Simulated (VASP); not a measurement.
LiH5:

```xyz
6
Lattice="1.1977 -2.8946 0.0000 1.1977 2.8946 0.0000 0.0000 0.0000 4.1680" Properties=species:S:1:pos:R:3 pbc="T T T"
Li    1.1977    0.0000    2.0840
H     1.1977   -1.6318    3.2323
H     1.1977    1.6318    0.9357
H     1.1977    1.6318    3.2323
H     1.1977   -1.6318    0.9357
H     0.0000    0.0000    0.0000
```

The cell was generated, and may not be a known phase.

| Quantity | Value |
| --- | --- |
| Program | VASP 6.6.1 |
| Task | relaxation of cell and atoms |
| Functional | PBE |
| Potentials or basis | VASP PAW PBE potentials, release 64 (Li_sv, H) |
| Cutoff | 750 eV |
| k mesh | 16 × 16 × 10 |
| Occupations | gaussian, width 0.1 eV |
| Spin | no spin polarisation |

At the start: pressure -0.5 GPa; volume 4.82 Å³/atom.

Q: Where does the relaxation end?

A: Over 29 steps the energy falls by 45.2 meV/atom and the volume is 5.60 Å³/atom (+16.3 %); space group Cmmm (No. 65, to 0.1 Å) before and after.

The path:
```csv
step,energy change (eV),largest force (eV/Å),pressure (GPa),volume (Å³)
1,0.0000,0.0800,-0.46,28.90
2,-0.0016,0.0727,-0.33,28.84
3,-0.0054,0.0517,0.06,28.67
4,-0.0087,0.0268,0.92,28.32
5,-0.0111,0.0308,0.85,28.40
6,-0.0181,0.0495,0.70,28.64
7,-0.0309,0.0827,0.63,29.09
8,-0.0577,0.1529,1.23,29.93
9,0.0575,0.5609,4.67,31.33
10,-0.0607,0.1896,1.64,30.15
11,-0.0601,0.2206,1.90,30.30
12,-0.0618,0.2261,1.89,30.38
13,-0.0659,0.2450,1.86,30.61
14,-0.0698,0.2812,1.88,31.06
15,-0.0768,0.2737,1.67,31.19
16,-0.0970,0.2530,1.09,31.59
17,-0.1333,0.2158,0.01,32.37
18,-0.1854,0.1457,-1.72,33.92
19,-0.1991,0.1574,-3.90,36.89
20,-0.2066,0.1253,-3.08,35.58
21,-0.2359,0.0837,-2.24,35.14
22,-0.2499,0.0486,-1.59,34.77
23,-0.2635,0.1106,-0.01,33.97
24,-0.2627,0.0635,-0.69,34.26
25,-0.2641,0.0800,-0.40,34.13
26,-0.2700,0.0437,-0.42,33.87
27,-0.2701,0.0476,-0.42,33.90
28,-0.2714,0.0121,-0.02,33.66
29,-0.2715,0.0047,0.06,33.61
```

Final structure:
```cif
data_structure
_symmetry_space_group_name_H-M 'P 1'
_symmetry_Int_Tables_number 1
_cell_length_a 4.4143
_cell_length_b 4.4143
_cell_length_c 3.6169
_cell_angle_alpha 90.000
_cell_angle_beta 90.000
_cell_angle_gamma 151.515
_cell_volume 33.61
loop_
_atom_site_label
_atom_site_type_symbol
_atom_site_fract_x
_atom_site_fract_y
_atom_site_fract_z
_atom_site_occupancy
Li1 Li 0.50000 0.50000 0.50000 1
H1 H 0.75264 0.24736 0.75974 1
H2 H 0.24736 0.75264 0.24026 1
H3 H 0.24736 0.75264 0.75974 1
H4 H 0.75264 0.24736 0.24026 1
H5 H 0.00000 0.00000 0.00000 1
```

Caveat: the volume moved by over 15 % at a fixed basis, so the end points are rough.
